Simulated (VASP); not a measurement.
A run of VASP 6.6.1 is set up as follows.

INCAR

```
ALGO = Normal
EDIFF = 1E-7
ENCUT = 520
GGA = PE
ISIF = 2
ISMEAR = -1
LASPH = T
LCHARG = F
LREAL = F
LWAVE = F
NBANDS = 16
NELM = 100
PREC = Accurate
SIGMA = 0.05
```

The input KPOINTS:

```
k-points
0
Gamma
  18 18 10
```

POSCAR

```
Ir
1.0
    2.6314764190      0.0000000000      0.0000000000
   -1.3157382095      2.2789254283      0.0000000000
    0.0000000000      0.0000000000      4.2745778008
Ir
2
Direct
    0.3333333333      0.6666666667      0.2500000000
    0.6666666667      0.3333333333      0.7500000000
```

Potentials or basis: VASP PAW PBE potentials, release 64 (Ir).

Run with:

```sh
$ cat potpaw_PBE.64/Ir/POTCAR > POTCAR
$ mpirun -np 1 vasp_std > vasp.out
```

(1) Predict the pressure.

(2) Estimate the band gap on the k mesh.

## Answers

(1) 62.1 GPa.

(2) zero (bands 9 and 10 overlap by 3.94 eV).

Caveat: the cell stands under pressure; spin-orbit coupling is left out, which moves the levels of the heavy elements.
